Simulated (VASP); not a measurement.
# Si (P6_3/mmc) in VASP: notebook, part 2 of 2

VASP 6.6.1. Earlier steps stand in the parts before.

### 3 Relaxation of cell and atoms, r2SCAN, target pressure 10 GPa, at which the enthalpy is minimised

The input, POSCAR:

```
Si
1.0
    2.7900000000      0.0000000000      0.0000000000
   -1.3950000000      2.4162108766      0.0000000000
    0.0000000000      0.0000000000      4.5560700000
Si
2
Direct
    0.3333333333      0.6666666667      0.2500000000
    0.6666666667      0.3333333333      0.7500000000
```

The input, INCAR.step1:

```
PREC     = Accurate       # precision mode
ENCUT    = 600            # plane-wave cutoff, eV
ISMEAR   = 1              # smearing method
SIGMA    = 0.05           # smearing width, eV
LREAL    = False          # projectors in reciprocal space
LASPH    = True           # aspherical terms in the spheres
NELM     = 100            # most SCF steps
GGA      = PE             # functional
ALGO     = Normal         # electronic algorithm
EDIFF    = 1E-4           # SCF threshold, eV
LWAVE    = True           # write WAVECAR
LCHARG   = False          # write CHGCAR
```

The input, INCAR.step2:

```
PREC     = Accurate       # precision mode
ENCUT    = 600            # plane-wave cutoff, eV
EDIFF    = 1E-7           # SCF threshold, eV
ISMEAR   = 1              # smearing method
SIGMA    = 0.05           # smearing width, eV
LREAL    = False          # projectors in reciprocal space
LASPH    = True           # aspherical terms in the spheres
NELM     = 100            # most SCF steps
ALGO     = Normal         # electronic algorithm
ISIF     = 3              # what is computed and relaxed
LWAVE    = False          # write WAVECAR
LCHARG   = False          # write CHGCAR
METAGGA  = R2SCAN         # meta-GGA
LMIXTAU  = True         
IBRION   = 2              # ionic algorithm
NSW      = 60             # ionic steps
EDIFFG   = -0.01          # ionic threshold
PSTRESS  = 100.0        
ISTART   = 1
```

The input, KPOINTS:

```
Automatic mesh
0
Gamma
  9 9 5
```

Potentials or basis: VASP PAW PBE potentials, release 64 (Si).

The run is started by

```bash
$ cat potpaw_PBE.64/Si/POTCAR > POTCAR
$ cp INCAR.step1 INCAR
$ mpirun -np 1 vasp_std > vasp.out
$ cp INCAR.step2 INCAR
$ mpirun -np 1 vasp_std > vasp.out
```

Run time: 4.4 min. Hardware: 1 thread of Intel Xeon Platinum 8259CL at 2.50GHz (Skylake/Cascade Lake), shared host; peak memory 0.15 GiB.

Results (log left out):

- Free energy: -16.0904 eV
- Relaxed volume: 12.61 Å³/atom
- Relaxed cell: a = 2.573 Å, b = 2.573 Å, c = 4.399 Å, α = 90.00°, β = 90.00°, γ = 120.00°
- Space group after relaxing (to 0.1 Å): P6_3/mmc (No. 194)
- Energy change on relaxing (the run minimises the enthalpy): -15.3 meV/atom
- Ionic steps: 15
- Pressure after relaxing: 10.0 GPa
- Band gap on the k mesh: zero (bands 4 and 5 overlap by 14.52 eV)

Step by step:
| step | energy change (eV) | largest force (eV/Å) | pressure (GPa) | volume (Å³) |
| --- | --- | --- | --- | --- |
| 1 | 0.0000 | 0.0000 | -7.42 | 30.71 |
| 2 | 0.1158 | 0.0000 | 18.95 | 23.87 |
| 3 | -0.0143 | 0.0000 | 10.39 | 25.32 |
| 4 | -0.0209 | 0.0000 | 9.78 | 25.42 |
| 5 | -0.0201 | 0.0000 | 9.46 | 25.40 |
| 6 | -0.0197 | 0.0000 | 9.20 | 25.39 |
| 7 | -0.0191 | 0.0000 | 8.74 | 25.38 |
| 8 | -0.0174 | 0.0000 | 9.02 | 25.35 |
| 9 | -0.0189 | 0.0000 | 9.33 | 25.29 |
| 10 | -0.0238 | 0.0000 | 10.66 | 25.15 |
| 11 | -0.0293 | 0.0000 | 9.98 | 25.21 |
| 12 | -0.0288 | 0.0000 | 10.19 | 25.19 |
| 13 | -0.0291 | 0.0000 | 10.15 | 25.19 |
| 14 | -0.0364 | 0.0000 | 9.51 | 25.32 |
| 15 | -0.0306 | 0.0000 | 10.02 | 25.21 |

Final structure:
```
Si
1.0
     2.57264    0.00000    0.00000
    -1.28632    2.22797    0.00000
     0.00000    0.00000    4.39897
Si
2
Direct
  0.33333 0.66667 0.25000
  0.66667 0.33333 0.75000
```

Levels at points of the mesh, in eV from the Fermi level:
| k point | band 1 | band 2 | band 3 | band 4 | band 5 | band 6 | band 7 | band 8 |
| --- | --- | --- | --- | --- | --- | --- | --- | --- |
| (0.00, 0.00, 0.00) | -16.71 | -9.12 | -8.64 | 10.90 | 10.90 | 11.78 | 11.78 | 11.83 |

Caveat: the cell is relaxed towards a set pressure, so the run minimises the enthalpy, not the energy; the volume moved by over 15 % at a fixed basis, so the end points are rough; the PAW data sets were made with another functional, which shifts forces and pressure a little.

### 4 Relaxation of cell and atoms, r2SCAN, target pressure 20 GPa, at which the enthalpy is minimised

POSCAR is that of step 3.

The input, INCAR.step1:

```
SYSTEM = Si
PREC     = Accurate       ! precision mode
ENCUT    = 600            ! plane-wave cutoff, eV
ISMEAR   = 1              ! smearing method
SIGMA    = 0.05           ! smearing width, eV
LREAL    = .False.        ! projectors in reciprocal space
LASPH    = .True.         ! aspherical terms in the spheres
NELM     = 100            ! most SCF steps
GGA      = PE             ! functional
ALGO     = Normal         ! electronic algorithm
EDIFF    = 1E-4           ! SCF threshold, eV
LWAVE    = .True.         ! write WAVECAR
LCHARG   = .False.        ! write CHGCAR
```

The input, INCAR.step2:

```
SYSTEM = Si
PREC     = Accurate       ! precision mode
ENCUT    = 600            ! plane-wave cutoff, eV
EDIFF    = 1E-7           ! SCF threshold, eV
ISMEAR   = 1              ! smearing method
SIGMA    = 0.05           ! smearing width, eV
LREAL    = .False.        ! projectors in reciprocal space
LASPH    = .True.         ! aspherical terms in the spheres
NELM     = 100            ! most SCF steps
ALGO     = Normal         ! electronic algorithm
ISIF     = 3              ! what is computed and relaxed
LWAVE    = .False.        ! write WAVECAR
LCHARG   = .False.        ! write CHGCAR
METAGGA  = R2SCAN         ! meta-GGA
LMIXTAU  = .True.       
IBRION   = 2              ! ionic algorithm
NSW      = 60             ! ionic steps
EDIFFG   = -0.01          ! ionic threshold
PSTRESS  = 200.0        
ISTART   = 1
```

The input, KPOINTS:

```
Automatic mesh
0
Gamma
  9 9 5
  0 0 0
```

The run is started by

```bash
$ cat potpaw_PBE.64/Si/POTCAR > POTCAR
$ cp INCAR.step1 INCAR
$ mpirun -np 1 vasp_std > vasp.out
$ cp INCAR.step2 INCAR
$ mpirun -np 1 vasp_std > vasp.out
```

Run time: 4.2 min. Hardware: 1 thread of Intel Xeon Platinum 8259CL at 2.50GHz (Skylake/Cascade Lake), shared host; peak memory 0.16 GiB.

Results (log left out):

* Free energy: -15.9276 eV
* Relaxed volume: 11.85 Å³/atom
* Relaxed cell: a = 2.478 Å, b = 2.478 Å, c = 4.456 Å, α = 90.00°, β = 90.00°, γ = 120.00°
* Space group after relaxing (to 0.1 Å): P6_3/mmc (No. 194)
* Energy change on relaxing (the run minimises the enthalpy): +66.1 meV/atom
* Ionic steps: 15
* Pressure after relaxing: 20.0 GPa
* Band gap on the k mesh: zero (bands 4 and 5 overlap by 14.02 eV)

Step by step:
```
step  energy change (eV)  largest force (eV/Å)  pressure (GPa)  volume (Å³)
   1              0.0000                0.0000           -7.42        30.71
   2              0.9008                0.0000           59.02        20.45
   3              0.1064                0.0000           18.56        23.92
   4              0.1226                0.0000           19.65        23.78
   5              0.1387                0.0000           20.70        23.66
   6              0.1519                0.0000           21.90        23.52
   7              0.2262                0.0000           25.72        23.04
   8              0.1787                0.0000           23.13        23.38
   9              0.1814                0.0000           23.28        23.36
  10              0.1523                0.0000           21.36        23.56
  11              0.1286                0.0000           19.75        23.73
  12              0.1277                0.0000           19.67        23.74
  13              0.1296                0.0000           19.76        23.72
  14              0.1294                0.0000           19.75        23.73
  15              0.1323                0.0000           19.95        23.70
```

Final structure:
```yaml
crystal:
  lattice:
    - [2.47837, 0.00000, 0.00000]
    - [-1.23918, 2.14633, 0.00000]
    - [0.00000, 0.00000, 4.45580]
  atoms:
    - { symbol: Si, position: [0.33333, 0.66667, 0.25000] }
    - { symbol: Si, position: [0.66667, 0.33333, 0.75000] }
```

Levels at points of the mesh, in eV from the Fermi level:
```tsv
k point	band 1	band 2	band 3	band 4	band 5	band 6	band 7	band 8
(0.00, 0.00, 0.00)	-17.33	-10.10	-9.33	10.85	12.63	12.63	12.99	12.99
```

Caveat: the cell is relaxed towards a set pressure, so the run minimises the enthalpy, not the energy; the volume moved by over 15 % at a fixed basis, so the end points are rough; the PAW data sets were made with another functional, which shifts forces and pressure a little.

### 5 Relaxation of cell and atoms, r2SCAN, target pressure 30 GPa, at which the enthalpy is minimised

POSCAR is that of step 4.

The input, INCAR.step1:

```
SYSTEM = Si
  PREC = Accurate
  ENCUT = 600
  ISMEAR = 1
  SIGMA = 0.05
  LREAL = .FALSE.
  LASPH = .TRUE.
  NELM = 60
  GGA = PE
  ALGO = Normal
  EDIFF = 1E-4
  LWAVE = .TRUE.
  LCHARG = .FALSE.
```

The input, INCAR.step2:

```
SYSTEM = Si
  PREC = Accurate
  ENCUT = 600
  EDIFF = 1E-7
  ISMEAR = 1
  SIGMA = 0.05
  LREAL = .FALSE.
  LASPH = .TRUE.
  NELM = 60
  ALGO = Normal
  ISIF = 3
  LWAVE = .FALSE.
  LCHARG = .FALSE.
  METAGGA = R2SCAN
  LMIXTAU = .TRUE.
  IBRION = 2
  NSW = 60
  EDIFFG = -0.01
  PSTRESS = 300.0
  ISTART = 1
```

The input, KPOINTS:

```
Automatic mesh
0
G
  9 9 5
  0 0 0
```

The run is started by

```bash
$ cat potpaw_PBE.64/Si/POTCAR > POTCAR
$ cp INCAR.step1 INCAR
$ mpirun -np 1 vasp_std > vasp.out
$ cp INCAR.step2 INCAR
$ mpirun -np 1 vasp_std > vasp.out
```

It took 4.8 min on 1 thread of Intel Xeon Platinum 8259CL at 2.50GHz (Skylake/Cascade Lake), shared host; peak memory 0.16 GiB.

Results (log left out):

```
Free energy                                                : -15.7929 eV
Relaxed volume                                             : 11.36 Å³/atom
Relaxed cell                                               : a = 2.487 Å, b = 2.487 Å, c = 4.240 Å, α = 90.00°, β = 90.00°, γ = 120.00°
Space group after relaxing (to 0.1 Å)                      : P6_3/mmc (No. 194)
Energy change on relaxing (the run minimises the enthalpy) : +133.5 meV/atom
Ionic steps                                                : 15
Pressure after relaxing                                    : 30.0 GPa
Band gap on the k mesh                                     : zero (bands 4 and 5 overlap by 15.38 eV)
```

The path:
| step | energy change (eV) | largest force (eV/Å) | pressure (GPa) | volume (Å³) |
| --- | --- | --- | --- | --- |
| 1 | 0.0000 | 0.0000 | -7.42 | 30.71 |
| 2 | 2.6573 | 0.0000 | 132.73 | 17.37 |
| 3 | 0.2288 | 0.0000 | 26.30 | 23.03 |
| 4 | 0.2761 | 0.0000 | 29.02 | 22.76 |
| 5 | 0.3028 | 0.0000 | 30.52 | 22.62 |
| 6 | 0.3159 | 0.0000 | 31.39 | 22.52 |
| 7 | 0.3865 | 0.0000 | 34.63 | 22.19 |
| 8 | 0.3688 | 0.0000 | 33.07 | 22.26 |
| 9 | 0.3307 | 0.0000 | 33.10 | 22.40 |
| 10 | 0.3209 | 0.0000 | 32.43 | 22.46 |
| 11 | 0.3259 | 0.0000 | 33.14 | 22.42 |
| 12 | 0.1999 | 0.0000 | 25.61 | 23.15 |
| 13 | 0.2856 | 0.0000 | 30.92 | 22.62 |
| 14 | 0.2467 | 0.0000 | 28.69 | 22.83 |
| 15 | 0.2669 | 0.0000 | 30.01 | 22.72 |

Final structure:
```xyz
2
Lattice="2.4872 0.0000 0.0000 -1.2436 2.1540 0.0000 0.0000 0.0000 4.2404" Properties=species:S:1:pos:R:3 pbc="T T T"
Si    0.0000    1.4360    1.0601
Si    1.2436    0.7180    3.1803
```

Levels at points of the mesh, in eV from the Fermi level:
```tsv
k point	band 1	band 2	band 3	band 4	band 5	band 6	band 7	band 8
(0.00, 0.00, 0.00)	-17.69	-9.31	-9.30	11.99	11.99	12.40	12.48	12.48
```

Caveat: the cell is relaxed towards a set pressure, so the run minimises the enthalpy, not the energy; the volume moved by over 15 % at a fixed basis, so the end points are rough; the PAW data sets were made with another functional, which shifts forces and pressure a little.

### 6 Summary

| cell | gap on the mesh (eV) | pressure (GPa) |
| --- | --- | --- |
| relaxed | none | 0.0 |
| relaxed to 10 GPa | none | 10.0 |
| relaxed to 20 GPa | none | 20.0 |
| relaxed to 30 GPa | none | 30.0 |

Alike in all rows: task relaxation of cell and atoms; level r2SCAN; potentials or basis VASP PAW PBE potentials, release 64 (Si); no spin polarisation; k mesh 9 × 9 × 5; cutoff (eV) 600; smearing methfessel-paxton 0.05 eV.

Caveats: the PAW data sets were made with another functional, which shifts forces and pressure a little; the cell is relaxed towards a set pressure, so the run minimises the enthalpy, not the energy (at least some runs); the volume moved by over 15 % at a fixed basis, so the end points are rough (at least some runs).

Absolute energies hang on the potentials; compare differences alone.
